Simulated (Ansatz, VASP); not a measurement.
One calculation of TePb, two programs

```
Pb Te
1.0
     0.00000    3.23100    3.23100
     3.23100    0.00000    3.23100
     3.23100    3.23100    0.00000
Pb Te
1 1
Direct
  0.00000 0.00000 0.00000
  0.50000 0.50000 0.50000
```

Alike in both runs: task single point; functional PBE; k mesh 5 × 5 × 5; occupations fermi-dirac, width 0.04 eV; no spin polarisation.

|  | VASP | Ansatz |
| --- | --- | --- |
| version | VASP 6.6.1 | Ansatz 0.2.0 |
| potentials or method | VASP PAW PBE potentials, release 64 (Pb_d, Te), cutoff 520 eV | all-electron LAPW, scalar-relativistic |

|  | VASP | Ansatz | Ansatz less VASP |
| --- | --- | --- | --- |
| pressure (GPa) | 2.1 | 2.1 | +0.06 |

Ansatz ran all-electron here, and VASP with PAW potentials.

Neither program's run includes spin-orbit coupling.
